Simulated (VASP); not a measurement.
Input of a VASP 6.6.1 run:

File POSCAR:

```
Ag
1.0
   -1.6881260479      1.6881260479      1.6881260479
    1.6881260479     -1.6881260479      1.6881260479
    1.6881260479      1.6881260479     -1.6881260479
Ag
1
Direct
    0.0000000000      0.0000000000      0.0000000000
```

Contents of INCAR.step1:

```
SYSTEM = Ag
PREC = Accurate
ENCUT = 520
EDIFF = 1E-5
ISMEAR = -1
SIGMA = 0.05
LREAL = .FALSE.
LASPH = .TRUE.
NELM = 80
ALGO = Normal
ISIF = 2
LWAVE = .TRUE.
LCHARG = .FALSE.
GGA = PE
NBANDS = 12
```

INCAR.step2

```
SYSTEM = Ag
PREC = Accurate
ENCUT = 520
EDIFF = 1E-6
ISMEAR = -1
SIGMA = 0.05
LREAL = .FALSE.
LASPH = .TRUE.
NELM = 80
ALGO = Normal
ISIF = 2
LWAVE = .FALSE.
LCHARG = .FALSE.
GGA = PE
LHFCALC = .TRUE.
AEXX = 0.25
PRECFOCK = Normal
ISTART = 1
NBANDS = 12
```

The input KPOINTS:

```
Automatic mesh
0
G
  6 6 6
  0 0 0
```

Potentials or basis: VASP PAW PBE potentials, release 64 (Ag).

Command:

```sh
$ cat potpaw_PBE.64/Ag/POTCAR > POTCAR
$ cp INCAR.step1 INCAR
$ mpirun -np 1 vasp_std > vasp.out
$ cp INCAR.step2 INCAR
$ mpirun -np 1 vasp_std > vasp.out
```

(1) Predict the pressure.

(2) Predict the band gap on the k mesh.

Answers

(1) -4.2 GPa.

(2) zero (an odd number of electrons rules out a gap without spin polarisation).

Caveat: the k points lie up to 0.44 Å⁻¹ apart, too coarse for converged energies and pressures of a metal; the PAW data sets were made with another functional, which shifts forces and pressure a little.
